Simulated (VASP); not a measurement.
Here is a VASP 6.6.1 calculation.

File INCAR:

```
  ALGO = Normal
  EDIFF = 1E-7
  ENCUT = 520
  GGA = PE
  ISIF = 2
  ISMEAR = -1
  LASPH = True
  LCHARG = True
  LELF = True
  LREAL = False
  LVHAR = True
  LWAVE = False
  NBANDS = 32
  NELM = 60
  PREC = Accurate
  SIGMA = 0.02
```

KPOINTS

```
k-points
0
Gamma
  8 8 8
```

Contents of POSCAR:

```
LuGaN2
1.0
    1.6254267682      0.9384405821      5.1011772065
   -1.6254267682      0.9384405821      5.1011772065
    0.0000000000     -1.8768811643      5.1011772065
Ga Lu N
1 1 2
Direct
    1.0000000000      0.0000000000      0.0000000000
    0.5000000000      0.5000000000      0.5000000000
    0.2558727255      0.2558727255      0.2558727255
    0.7441272745      0.7441272745      0.7441272745
```

Potentials or basis: VASP PAW PBE potentials, release 64 (Ga_d, Lu, N).

Launch:

```console
$ cat potpaw_PBE.64/Ga_d/POTCAR potpaw_PBE.64/Lu/POTCAR potpaw_PBE.64/N/POTCAR > POTCAR
$ mpirun -np 1 vasp_std > vasp.out
```

Problem. Estimate the largest force.

Solution. 0.038 eV/Å.

Problem. Predict the pressure.

Solution. 0.9 GPa.

Stress tensor (GPa, compression positive):
```
0.88 0.00 0.00
0.00 0.88 0.00
0.00 0.00 0.80
```
